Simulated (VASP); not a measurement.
Write the native input for VASP 6.6.1 that does the following.

| Quantity | Value |
| --- | --- |
| Task | single point |
| Functional | LDA |
| Potentials or basis | VASP PAW LDA potentials, release 64 (Br) |
| Cutoff | 520 eV |
| k mesh | 14 × 14 × 14 |
| Occupations | fermi-dirac, width 0.1 eV |
| Spin | no spin polarisation |
| Dipole correction | no |
| k mesh for the DOS | 21 × 21 × 21 |
| Occupations for the DOS | tetrahedron |
| Further INCAR settings | ALGO = Normal; EDIFF = 1e-07; NBANDS = 10 |

The system is Br.

```
Br
1.0
     0.00000    2.25549    2.25549
     2.25549    0.00000    2.25549
     2.25549    2.25549    0.00000
Br
1
Cartesian
  0.0000 0.0000 0.0000
```

These files were run (other wordings do the same):

POSCAR

```
Br
1.0
    0.0000000000      2.2554924193      2.2554924193
    2.2554924193      0.0000000000      2.2554924193
    2.2554924193      2.2554924193      0.0000000000
Br
1
Direct
    0.0000000000      0.0000000000      0.0000000000
```

INCAR.step1

```
SYSTEM = Br
ALGO = Normal ; EDIFF = 1E-7
ENCUT = 520 ; ISIF = 2
ISMEAR = -1 ; LASPH = .True.
LCHARG = .True. ; LREAL = .False.
LWAVE = .False. ; NBANDS = 10
NELM = 100 ; PREC = Accurate
SIGMA = 0.1
```

KPOINTS.step1

```
k-points
0
Gamma
  14 14 14
  0 0 0
```

INCAR.step2

```
SYSTEM = Br
ALGO = Normal ; EDIFF = 1E-7
ENCUT = 520 ; ICHARG = 11
ISIF = 2 ; ISMEAR = -5
LASPH = .True. ; LCHARG = .False.
LORBIT = 11 ; LREAL = .False.
LWAVE = .False. ; NBANDS = 10
NEDOS = 2001 ; NELM = 100
PREC = Accurate ; SIGMA = 0.1
```

KPOINTS.step2

```
k-points
0
Gamma
  21 21 21
  0 0 0
```

Potentials or basis: VASP PAW LDA potentials, release 64 (Br).

Launch:

```bash
$ cat potpaw_LDA.64/Br/POTCAR > POTCAR
$ cp INCAR.step1 INCAR
$ cp KPOINTS.step1 KPOINTS
$ mpirun -np 1 vasp_std > vasp.out
$ cp INCAR.step2 INCAR
$ cp KPOINTS.step2 KPOINTS
$ mpirun -np 1 vasp_std > vasp.out
```

It gave:

```
Valence electrons inside the program's atomic spheres : Br 4.68
```

Caveat: an odd number of electrons without spin polarisation forces a metal; a magnetic or distorted state may lie lower.

Wall time 53 s on 1 thread of Intel Xeon 8259CL, with other jobs on the host, peak memory 0.17 GiB.
